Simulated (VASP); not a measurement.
Input of a VASP 6.6.1 run:

Contents of INCAR:

```
SYSTEM = Al2Au
ALGO = Normal ; EDIFF = 1E-6
ENCUT = 520 ; GGA = PS
ISIF = 2 ; ISMEAR = -1
LASPH = .TRUE. ; LCHARG = .FALSE.
LREAL = .FALSE. ; LWAVE = .FALSE.
NBANDS = 16 ; NELM = 60
PREC = Accurate ; SIGMA = 0.05
```

Contents of KPOINTS:

```
k-points
0
G
  8 8 8
  0 0 0
```

The input POSCAR:

```
Al2Au
1.0
    0.0000000000      3.0000000000      3.0000000000
    3.0000000000      0.0000000000      3.0000000000
    3.0000000000      3.0000000000      0.0000000000
Au Al
1 2
Direct
    0.0000000000      0.0000000000      0.0000000000
    0.7500000000      0.7500000000      0.7500000000
    0.2500000000      0.2500000000      0.2500000000
```

Potentials or basis: VASP PAW PBE potentials, release 64 (Au, Al).

The run is started by

```bash
$ cat potpaw_PBE.64/Au/POTCAR potpaw_PBE.64/Al/POTCAR > POTCAR
$ mpirun -np 1 vasp_std > vasp.out
```

Task: What does it give for the pressure?

Result: -0.1 GPa.

Caveat: the PAW data sets were made with another functional, which shifts forces and pressure a little.
